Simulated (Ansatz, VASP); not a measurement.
One calculation of MoS, two programs

The input POSCAR:

```
MoS
1.0
    3.3928908462      0.0000000000      0.0000000000
    0.0000000000      3.3928908462      0.0000000000
    0.0000000000      0.0000000000      3.3928908462
Mo S
1 1
Direct
    0.0000000000      0.0000000000      0.0000000000
    0.5000000000      0.5000000000      0.5000000000
```

File INCAR.step1:

```
PREC = Accurate
ENCUT = 520
ISMEAR = 0
SIGMA = 0.1
LREAL = F
LASPH = T
NELM = 150
ISPIN = 2
MAGMOM = 2 0
LMAXMIX = 4
LDAU = T
LDAUTYPE = 2
LDAUL = 2 -1
LDAUU = 4.38 0
LDAUJ = 0 0
NBANDS = 21
GGA = PE
ALGO = Normal
EDIFF = 1E-4
LWAVE = T
LCHARG = F
```

The input INCAR.step2:

```
PREC = Accurate
ENCUT = 520
EDIFF = 1E-6
ISMEAR = 0
SIGMA = 0.1
LREAL = F
LASPH = T
NELM = 150
ALGO = Normal
ISIF = 2
LWAVE = F
LCHARG = T
ISPIN = 2
MAGMOM = 2 0
LORBIT = 11
LMAXMIX = 4
LDAU = T
LDAUTYPE = 2
LDAUL = 2 -1
LDAUU = 4.38 0
LDAUJ = 0 0
LDAUPRINT = 1
METAGGA = R2SCAN
LMIXTAU = T
LELF = T
LVHAR = T
NBANDS = 21
ISTART = 1
```

File KPOINTS:

```
Automatic mesh
0
Gamma
  12 12 12
```

Input for Ansatz:

```yaml
crystal:
  lattice:
    - [3.3928908462, 0.0, 0.0]
    - [0.0, 3.3928908462, 0.0]
    - [0.0, 0.0, 3.3928908462]
  atoms:
    - { symbol: Mo, position: [0.0, 0.0, 0.0], spin: 2.0 }
    - { symbol: S, position: [0.5, 0.5, 0.5] }
basis:
  ecutwfc: 500
kpoints:
  mp_grid: { grid: [12, 12, 12] }
hamiltonian:
  xc: r2scan
  hubbard: { sites: [{ species: Mo, l: d, u_eff: 4.38 }] }
scf:
  occupations: { method: gaussian, width: 0.1 }
output:
  forces: true
  stress: true
  eigenvalues: true
  populations: true
magnetization:
  spin_polarized: true
```

Alike in both runs: task single point; functional r2SCAN; k mesh 12 × 12 × 12; occupations gaussian, width 0.1 eV; collinear spin; Hubbard terms Mo d U = 4.38 eV.

```csv
,VASP,Ansatz
version,VASP 6.6.1,Ansatz 0.2.0
potentials or method,"VASP PAW PBE potentials, release 64 (Mo_sv, S), cutoff 520 eV","scalar-relativistic, plane waves, PAW"
valence electrons in the cell,20,20
```

```csv
,VASP,Ansatz,Ansatz less VASP
gap on the k mesh at the Fermi level (eV),none,none,-
pressure (GPa),-2.8,0.0,+2.83
net moment per atom (μB),2.00,2.00,0.000
size of the moment on the site where the two differ most (μB),3.77,3.63,-0.143
```

VASP's potentials were made for PBE, not for r2SCAN. Site moments also hang on the region over which each program counts them. The programs project onto different local orbitals, so the same U acts differently, and such runs can settle in different states. A gap of «none» marks a metal or a gap that the smearing closes. Ansatz's warnings: filled band counts differ across k points, stability check not made.
